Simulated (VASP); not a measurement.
# RbSi6 in VASP: further runs

RbSi6 is run at these levels: PBE; tasks: single point.

All numbers are computed with VASP 6.6.1; they aren't measurements. Logs are shortened: lines on timing, memory, paths and dates and some standing lists are left out, and cuts for length are marked.

### Step 1. The cell of the first run

The structure is cubic, space group Im-3m (No. 229). Conventional cell: a = 6.937 Å, b = 6.937 Å, c = 6.937 Å, α = 90.00°, β = 90.00°, γ = 90.00°. Rb (site symmetry m-3m) has 24 Si at 3.88 Å within 5.1 Å. Si (site symmetry -4m2) has 4 Si at 2.45 Å within 3.2 Å.

### Step 2. Single point, PBE (volume scaled by 1.06)

File INCAR:

```
SYSTEM = RbSi6
ALGO = Normal ; EDIFF = 1E-6
ENCUT = 520 ; GGA = PE
ISIF = 2 ; ISMEAR = 0
LASPH = .TRUE. ; LCHARG = .FALSE.
LREAL = .FALSE. ; LWAVE = .FALSE.
NBANDS = 26 ; NELM = 100
PREC = Accurate ; SIGMA = 0.1
```

File KPOINTS:

```
k-points
0
G
  8 8 8
  0 0 0
```

File POSCAR:

```
RbSi6
1.0
   -3.4685679443      3.4685679443      3.4685679443
    3.4685679443     -3.4685679443      3.4685679443
    3.4685679443      3.4685679443     -3.4685679443
Rb Si
1 6
Direct
    0.0000000000      0.0000000000      0.0000000000
    0.7500000000      0.2500000000      0.5000000000
    0.2500000000      0.7500000000      0.5000000000
    0.5000000000      0.2500000000      0.7500000000
    0.7500000000      0.5000000000      0.2500000000
    0.5000000000      0.7500000000      0.2500000000
    0.2500000000      0.5000000000      0.7500000000
```

Potentials or basis: VASP PAW PBE potentials, release 64 (Rb_sv, Si).

Command:

```bash
cat potpaw_PBE.64/Rb_sv/POTCAR potpaw_PBE.64/Si/POTCAR > POTCAR
mpirun -np 1 vasp_std > vasp.out
```

OUTCAR:

```text
SYSTEM = RbSi6
   EDIFF = 1E-6
   ENCUT = 520
   GGA = PE
   ISIF = 2
   ISMEAR = 0
   LASPH = .TRUE.
   LREAL = .FALSE.
   NELM = 100
   PREC = Accurate

 ion  position               nearest neighbor table
   1  0.000  0.000  0.000-   5 3.88   6 3.88   4 3.88   7 3.88   4 3.88   7 3.88   2 3.88   3 3.88
                             4 3.88   5 3.88   6 3.88   7 3.88   2 3.88   3 3.88   5 3.88   7 3.88
   2  0.750  0.250  0.500-   4 2.45   5 2.45   7 2.45   6 2.45   1 3.88   1 3.88   1 3.88   1 3.88

   3  0.250  0.750  0.500-   4 2.45   6 2.45   7 2.45   5 2.45   1 3.88   1 3.88   1 3.88   1 3.88

   4  0.500  0.250  0.750-   2 2.45   5 2.45   7 2.45   3 2.45   1 3.88   1 3.88   1 3.88   1 3.88

   5  0.750  0.500  0.250-   2 2.45   3 2.45   6 2.45   4 2.45   1 3.88   1 3.88   1 3.88   1 3.88

   6  0.500  0.750  0.250-   2 2.45   3 2.45   5 2.45   7 2.45   1 3.88   1 3.88   1 3.88   1 3.88

   7  0.250  0.500  0.750-   3 2.45   4 2.45   6 2.45   2 2.45   1 3.88   1 3.88   1 3.88   1 3.88

  LATTYP: Found a body centered cubic cell.
 ALAT       =     6.9371358886

  Lattice vectors:

 A1 = (  -3.4685679443,   3.4685679443,   3.4685679443)
 A2 = (   3.4685679443,  -3.4685679443,   3.4685679443)
 A3 = (   3.4685679443,   3.4685679443,  -3.4685679443)

Analysis of symmetry for initial positions (statically):
=====================================================================
 Subroutine PRICEL returns:
 Original cell was already a primitive cell.

 Routine SETGRP: Setting up the symmetry group for a
 body centered cubic supercell.

 Subroutine GETGRP returns: Found 48 space group operations
 (whereof 48 operations were pure point group operations)
 out of a pool of 48 trial point group operations.

The static configuration has the point symmetry O_h .

Analysis of symmetry for dynamics (positions and initial velocities):
=====================================================================
 Subroutine PRICEL returns:
 Original cell was already a primitive cell.

 Routine SETGRP: Setting up the symmetry group for a
 body centered cubic supercell.

 Subroutine GETGRP returns: Found 48 space group operations
 (whereof 48 operations were pure point group operations)
 out of a pool of 48 trial point group operations.

The dynamic configuration has the point symmetry O_h .

 Subroutine INISYM returns: Found 48 space group operations
 (whereof 48 operations are pure point group operations),
 and found     1 'primitive' translations

----------------------------------------------------------------------------------------

                                     Primitive cell

  volume of cell :     166.9209

  direct lattice vectors                    reciprocal lattice vectors
    -3.468567944  3.468567944  3.468567944     0.000000000  0.144151710  0.144151710
     3.468567944 -3.468567944  3.468567944     0.144151710  0.000000000  0.144151710
     3.468567944  3.468567944 -3.468567944     0.144151710  0.144151710  0.000000000

  length of vectors
     6.007735909  6.007735909  6.007735909     0.203861303  0.203861303  0.203861303

  position of ions in fractional coordinates (direct lattice)
     0.000000000  0.000000000  0.000000000
     0.750000000  0.250000000  0.500000000
     0.250000000  0.750000000  0.500000000
     0.500000000  0.250000000  0.750000000
     0.750000000  0.500000000  0.250000000
     0.500000000  0.750000000  0.250000000
     0.250000000  0.500000000  0.750000000

  ion indices of the primitive-cell ions
   primitive index   ion index
                 1           1
                 2           2
                 3           3
                 4           4
                 5           5
                 6           6
                 7           7

----------------------------------------------------------------------------------------

 KPOINTS: k-points

Automatic generation of k-mesh.
 Grid dimensions read from file:
 generate k-points for:    8    8    8

 Generating k-lattice:

  Cartesian coordinates                     Fractional coordinates (reciprocal lattice)
     0.000000000  0.018018964  0.018018964     0.125000000  0.000000000  0.000000000
     0.018018964  0.000000000  0.018018964     0.000000000  0.125000000  0.000000000
     0.018018964  0.018018964  0.000000000     0.000000000  0.000000000  0.125000000

  Length of vectors
     0.025482663  0.025482663  0.025482663

  Shift w.r.t. Gamma in fractional coordinates (k-lattice)
     0.000000000  0.000000000  0.000000000

 Subroutine IBZKPT returns following result:
 ===========================================

 Found     29 irreducible k-points:

 Following reciprocal coordinates:
            Coordinates               Weight
  0.000000  0.000000  0.000000      1.000000
  0.125000  0.000000  0.000000     12.000000
  0.250000  0.000000  0.000000     12.000000
  0.375000  0.000000  0.000000     12.000000
  0.500000  0.000000  0.000000      6.000000
  0.125000  0.125000  0.000000     24.000000
[... 16 lines left out ...]
 -0.250000  0.250000  0.250000      6.000000
 -0.375000  0.375000  0.250000     24.000000
 [... further k-points ...]
   k-points           NKPTS =     29   k-points in BZ     NKDIM =     29   number of bands    NBANDS=     26
   number of dos      NEDOS =    301   number of ions     NIONS =      7
   total plane-waves  NPLWV = 110592
   dimension x,y,z NGX =    48 NGY =   48 NGZ =   48
   dimension x,y,z NGXF=    96 NGYF=   96 NGZF=   96
   ions per type =               1   6
   NGX,Y,Z   is equivalent  to a cutoff of  13.28, 13.28, 13.28 a.u.
   NGXF,Y,Z  is equivalent  to a cutoff of  26.57, 26.57, 26.57 a.u.
 SYSTEM =  RbSi6
   PREC   = accura    normal or accurate (medium, high low for compatibility)
   ISTART =      0    job   : 0-new  1-cont  2-samecut
   ICHARG =      2    charge: 1-file 2-atom 10-const
   ISPIN  =      1    spin polarized calculation?
   LNONCOLLINEAR =      F non collinear calculations
   LSORBIT =      F    spin-orbit coupling
   LASPH  =      T    aspherical Exc in radial PAW
   ENCUT  =  520.0 eV  38.22 Ry    6.18 a.u.  11.17 11.17 11.17*2*pi/ulx,y,z
   NELM   =    100;   NELMIN=  2; NELMDL= -5     # of ELM steps
   EDIFF  = 0.1E-05   stopping-criterion for ELM
   LREAL  =      F    real-space projection
   EDIFFG = 0.1E-04   stopping-criterion for IOM
   NSW    =      0    number of steps for IOM
   IBRION =     -1    ionic relax: 0-MD 1-quasi-New 2-CG
   NFREE  =      0    steps in history (QN), initial steepest desc. (CG)
   ISIF   =      2    stress and relaxation
   ISYM   =      2    0-nonsym 1-usesym 2-fastsym
   POTIM  = 0.5000    time-step for ionic-motion
   TEBEG  =    0.0;   TEEND  =   0.0 temperature during run
   PSTRESS=    0.0 pullay stress
   NELECT =      33.0000    total number of electrons
   NUPDOWN=      -1.0000    fix difference up-down
   EMIN   =  10.00;   EMAX   =-10.00  energy-range for DOS
   EFERMI =   0.00;   METHOD = LEGACY
   ISMEAR =     0;   SIGMA  =   0.10  broadening in eV -4-tet -1-fermi 0-gaus
   EFERMI_NEDOS =   21; number of points for ismear=-14 and -15
   IALGO  =     38    algorithm
   IMIX   =      4    mixing-type and parameters
     AMIX     =   0.40;   BMIX     =  1.00
     AMIX_MAG =   1.60;   BMIX_MAG =  1.00
  volume/ion in A,a.u.               =      23.85       160.92
  Fermi-wavevector in a.u.,A,eV,Ry     =   0.953694  1.802221 12.374950  0.909533
  Thomas-Fermi vector in A             =   2.082373
   LORBIT       =      0    0 simple, 1 ext, 2 COOP (PROOUT), +10 PAW based schemes
   GGA     = PE    functional components
   LHFCALC =     F    Hartree Fock is set to
   AEXX    =    0.0000 exact exchange contribution
   IVDW    =     0    specifies the selected vdW correction
   LEPSILON=     F    determine dielectric tensor
   LRPA    =     F    only Hartree local field effects (RPA)
 non-spin polarized calculation
 Gauss-broadening in eV      SIGMA  =   0.10
  energy-cutoff  :      520.00
  volume of cell :      166.92
 maximum number of plane-waves:      4537
 NGX is ok and might be reduce to    48
   NGX = 23   NGY = 23   NGZ = 23

 number of electron      32.9999998 magnetization

 Free energy of the ion-electron system (eV)
  ---------------------------------------------------
  ext. energy  EPLUGINS =         0.00000000
  ---------------------------------------------------
  free energy    TOTEN  =       -33.21070177 eV

  energy without entropy =      -33.19845064  energy(sigma->0) =      -33.20457621

 E-fermi :   4.9003     XC(G=0):  -8.9087

 val. band max:        4.8802283938   @ k =   0.5000   0.0000   0.0000
 cond. band min:       4.9195585000   @ k =   0.5000   0.5000   0.3750
 fundamental gap:      0.0393301062
 Fermi energy:         4.9003212703

 k-point     1 :       0.0000    0.0000    0.0000
  band No.  band energies     occupation
      1     -22.9052      2.00000
      2      -7.0473      2.00000
      3      -7.0473      2.00000
      4      -7.0473      2.00000
      5      -6.8402      2.00000
      6      -2.6373      2.00000
[... 18 lines left out ...]
     25      10.3630      0.00000
     26      10.3757      0.00000

 k-point     2 :       0.1250    0.0000    0.0000
  band No.  band energies     occupation
      1     -22.9051      2.00000
      2      -7.1233      2.00000
      3      -7.0492      2.00000
      4      -7.0484      2.00000
      5      -6.6883      2.00000
      6      -3.4391      2.00000
[... 18 lines left out ...]
     25       9.7228      0.00000
     26       9.9232      0.00000

 k-point     3 :       0.2500    0.0000    0.0000
  band No.  band energies     occupation
      1     -22.9050      2.00000
      2      -7.1956      2.00000
      3      -7.0538      2.00000
      4      -7.0512      2.00000
      5      -6.3968      2.00000
      6      -4.2214      2.00000
[... 572 lines left out ...]
 k-point    23 :      -0.2500    0.2500    0.2500
  band No.  band energies     occupation
      1     -22.9048      2.00000
      2      -7.1882      2.00000
      3      -7.0640      2.00000
      4      -7.0640      2.00000
      5      -6.1255      2.00000
      6      -4.7244      2.00000
[... 18 lines left out ...]
     25       9.0621      0.00000
     26       9.3253      0.00000

 k-point    24 :      -0.3750    0.3750    0.2500
  band No.  band energies     occupation
      1     -22.9047      2.00000
      2      -7.1717      2.00000
      3      -7.0728      2.00000
      4      -7.0712      2.00000
      5      -5.8472      2.00000
      6      -5.0856      2.00000
[... 18 lines left out ...]
     25       8.6436      0.00000
     26       8.8312      0.00000

 [... further k-points ...]

------------------------ aborting loop because EDIFF is reached ----------------------------------------

  FORCE on cell =-STRESS in cart. coord.  units (eV):
  Direction    XX          YY          ZZ          XY          YZ          ZX
  --------------------------------------------------------------------------------------
  -------------------------------------------------------------------------------------
  Total       -3.5386872     -3.5386872     -3.5386872      0.0000000      0.0000000      0.0000000
  in kB      -33.9658232    -33.9658232    -33.9658232      0.0000000      0.0000000      0.0000000
  external PRESSURE =     -33.9658232 kB  Pullay stress =       0.0000000 kB

 VOLUME and BASIS-vectors are now :
 -----------------------------------------------------------------------------
  energy-cutoff  :      520.00
  volume of cell :      166.92
      direct lattice vectors                 reciprocal lattice vectors
    -3.468567944  3.468567944  3.468567944     0.000000000  0.144151710  0.144151710
     3.468567944 -3.468567944  3.468567944     0.144151710  0.000000000  0.144151710
     3.468567944  3.468567944 -3.468567944     0.144151710  0.144151710  0.000000000

 POSITION                                       TOTAL-FORCE (eV/Angst)
 -----------------------------------------------------------------------------------
      0.00000      0.00000      0.00000        -0.000000     -0.000000      0.000000
      0.00000      3.46857      1.73428        -0.000000      0.000000      0.000000
      3.46857      0.00000      1.73428         0.000000     -0.000000      0.000000
      1.73428      3.46857      0.00000        -0.000000      0.000000     -0.000000
      0.00000      1.73428      3.46857        -0.000000     -0.000000      0.000000
      1.73428      0.00000      3.46857        -0.000000     -0.000000      0.000000
      3.46857      1.73428      0.00000        -0.000000     -0.000000     -0.000000
 -----------------------------------------------------------------------------------
    total drift:                               -0.000000     -0.000000     -0.000000

  FREE ENERGIE OF THE ION-ELECTRON SYSTEM (eV)
  ---------------------------------------------------
  free  energy   TOTEN  =       -33.2107017694 eV

  energy  without entropy=      -33.1984506408  energy(sigma->0) =      -33.20457621
```

It took 1.9 min on 1 thread of AMD EPYC 9R45 (Zen 5), shared host; peak memory 0.33 GiB.

What came out:

* Free energy: -33.2107 eV
* Pressure: -3.4 GPa

[end of part 1 of 2]
